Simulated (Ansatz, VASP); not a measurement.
## One calculation of ZnS, two programs

File POSCAR:

```
ZnS
1.0
    0.0000000000      2.7020000000      2.7020000000
    2.7020000000      0.0000000000      2.7020000000
    2.7020000000      2.7020000000      0.0000000000
Zn S
1 1
Direct
    0.7500000000      0.7500000000      0.7500000000
    0.0000000000      0.0000000000      0.0000000000
```

File INCAR.step1:

```
SYSTEM = ZnS
ALGO     = Normal         ! electronic algorithm
EDIFF    = 1E-5           ! SCF threshold, eV
ENCUT    = 520            ! plane-wave cutoff, eV
GGA      = PE             ! functional
ISIF     = 2              ! what is computed and relaxed
ISMEAR   = -1             ! smearing method
LASPH    = .True.         ! aspherical terms in the spheres
LREAL    = .False.        ! projectors in reciprocal space
LWAVE    = .True.         ! write WAVECAR
NBANDS   = 16             ! bands
NELM     = 60             ! most SCF steps
PREC     = Accurate       ! precision mode
SIGMA    = 0.05           ! smearing width, eV
```

INCAR.step2

```
SYSTEM = ZnS
AEXX     = 0.25           ! exact-exchange fraction
ALGO     = Normal         ! electronic algorithm
EDIFF    = 1E-6           ! SCF threshold, eV
ENCUT    = 520            ! plane-wave cutoff, eV
GGA      = PE             ! functional
HFSCREEN = 0.15           ! screening, 1/A
ISIF     = 2              ! what is computed and relaxed
ISMEAR   = -1             ! smearing method
ISTART   = 1            
LASPH    = .True.         ! aspherical terms in the spheres
LCHARG   = .True.         ! write CHGCAR
LELF     = .True.         ! ELF
LHFCALC  = .True.         ! exact exchange
LREAL    = .False.        ! projectors in reciprocal space
LVHAR    = .True.       
LWAVE    = .False.        ! write WAVECAR
NBANDS   = 16             ! bands
NELM     = 60             ! most SCF steps
PREC     = Accurate       ! precision mode
PRECFOCK = Normal       
SIGMA    = 0.05           ! smearing width, eV
```

Contents of KPOINTS:

```
k-points
0
Gamma
  5 5 5
  0 0 0
```

The input input.yaml:

```yaml
crystal:
  lattice:
    - [0.0, 2.702, 2.702]
    - [2.702, 0.0, 2.702]
    - [2.702, 2.702, 0.0]
  atoms:
    - { symbol: Zn, position: [0.75, 0.75, 0.75] }
    - { symbol: S, position: [0.0, 0.0, 0.0] }
hamiltonian:
  xc:
    exchange: pbe
    correlation: pbe
    exx: { coeff: 0.25, omega: 0.15 }
  pseudopotentials: { kind: paw }
kpoints:
  mp_grid: { grid: [5, 5, 5] }
scf:
  occupations: { method: fermi_dirac, width: 0.05 }
output:
  forces: true
  stress: true
  eigenvalues: true
```

Alike in both runs: task single point; functional PBE-based screened hybrid; k mesh 5 × 5 × 5; occupations fermi-dirac, width 0.05 eV; no spin polarisation.

|  | VASP | Ansatz |
| --- | --- | --- |
| version | VASP 6.6.1 | Ansatz 0.2.0 |
| potentials or method | VASP PAW PBE potentials, release 64 (Zn, S) | Ansatz PAW |
| plane-wave cutoff (eV) | 520 | 420 |
| valence electrons in the cell | 18 | 18 |

```csv
,VASP,Ansatz,Ansatz less VASP
gap on the k mesh at the Fermi level (eV),3.49,3.50,+0.010
least direct gap on the mesh (eV),3.49,3.50,+0.010
pressure (GPa),0.9,0.9,+0.03
```

VASP's potentials were made for PBE, not for PBE-based screened hybrid.

Noted on Ansatz's run: odd divisions of the mesh miss points on the zone boundary, where band edges often lie, so the gap on the mesh can be too wide.
